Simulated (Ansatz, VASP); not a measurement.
**SnTe in VASP and in Ansatz**

```
CELL_PARAMETERS angstrom
4.44403 0.00000 0.00000
-2.22201 3.84864 0.00000
0.00000 0.00000 7.85780
ATOMIC_POSITIONS crystal
Sn 0.00000 0.00000 0.00000
Sn 0.00000 0.00000 0.50000
Te 0.33333 0.66667 0.25000
Te 0.66667 0.33333 0.75000
```

Alike in both runs: functional PBE; k mesh 12 × 12 × 6; occupations gaussian, width 0.1 eV; no spin polarisation.

Ansatz relaxed the structure, and its values are those at the end. VASP's run is a single point on that final structure, the one shown.

```csv
,VASP,Ansatz
version,VASP 6.6.1,Ansatz 0.2.0
potentials or method,"VASP PAW PBE potentials, release 64 (Sn_d, Te), cutoff 520 eV","scalar-relativistic, plane waves, PAW"
valence electrons in the cell,40,60
```

```csv
,VASP,Ansatz,Ansatz less VASP
gap on the k mesh at the Fermi level (eV),none,none,-
pressure (GPa),-0.1,0.0,+0.03
```

A gap of «none» marks a metal or a gap that the smearing closes. VASP's potentials hold 40 valence electrons a cell and Ansatz's 60, so a difference there can come from the potentials and not from the codes.

Spin-orbit coupling is off throughout.
